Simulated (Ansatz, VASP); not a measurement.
One calculation of AlN, two programs

```xyz
4
Lattice="3.1110 0.0000 0.0000 -1.5555 2.6942 0.0000 0.0000 0.0000 4.8784" Properties=species:S:1:pos:R:3 pbc="T T T"
Al    0.0000    1.7961    0.0000
Al    1.5555    0.8981    2.4392
N     0.0000    1.7961    1.8782
N     1.5555    0.8981    4.3174
```

Change from the starting cell: zz strain of -2 %.

Alike in both runs: task single point; functional PBEsol; k mesh 11 × 11 × 6; occupations fermi-dirac, width 0.02 eV; no spin polarisation.

```csv
,VASP,Ansatz
version,VASP 6.6.1,Ansatz 0.2.0
potentials or method,"VASP PAW PBE potentials, release 64 (Al, N), cutoff 520 eV","all-electron LAPW, scalar-relativistic"
```

Ansatz gave:

* gap on the k mesh at the Fermi level (eV): 4.21
* pressure (GPa): 4.5
* traceless stress, the component that is largest in VASP (GPa): 3.88
* rms of the force components (eV/Å): 0.054

Q: Which values does VASP return?

A: gap on the k mesh at the Fermi level (eV): 4.21; pressure (GPa): 4.6; traceless stress, the component that is largest in VASP (GPa): 3.92; rms of the force components (eV/Å): 0.056.

VASP's potentials were made for PBE, not for PBEsol. Atom by atom the forces differ by 0.002 eV/Å (rms over components). Ansatz ran all-electron here, and VASP with PAW potentials.
